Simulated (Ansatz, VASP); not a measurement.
## CuI in VASP and in Ansatz

```
Cu I
1.0
     3.50375   -3.59315    0.00000
     3.50375    3.59315    0.00000
     0.00000    0.00000    4.32201
Cu I
2 2
Direct
  0.41680 0.58320 0.75000
  0.58320 0.41680 0.25000
  0.77795 0.22205 0.75000
  0.22205 0.77795 0.25000
```

Alike in both runs: task single point; functional r2SCAN; k mesh 6 × 6 × 6; no spin polarisation.

```csv
,VASP,Ansatz
version,VASP 6.6.1,Ansatz 0.2.0
potentials or method,"VASP PAW PBE potentials, release 64 (Cu, I)","plane waves, PAW"
plane-wave cutoff (eV),520,500
occupations,"gaussian, width 0.01 eV",fixed
valence electrons in the cell,36,72
```

```tsv
	VASP	Ansatz	Ansatz less VASP
gap on the k mesh at the Fermi level (eV)	1.36	1.36	-0.003
pressure (GPa)	1.0	1.0	0.00
traceless stress, the component that is largest in VASP (GPa)	0.04	0.08	+0.038
rms of the force components (eV/Å)	0.016	0.007	-0.0083
```

VASP's potentials were made for PBE, not for r2SCAN. Atom by atom the forces differ by 0.013 eV/Å (rms over components). VASP's potentials hold 36 valence electrons a cell and Ansatz's 72, so a difference there can come from the potentials and not from the codes.

Neither program's run includes spin-orbit coupling.
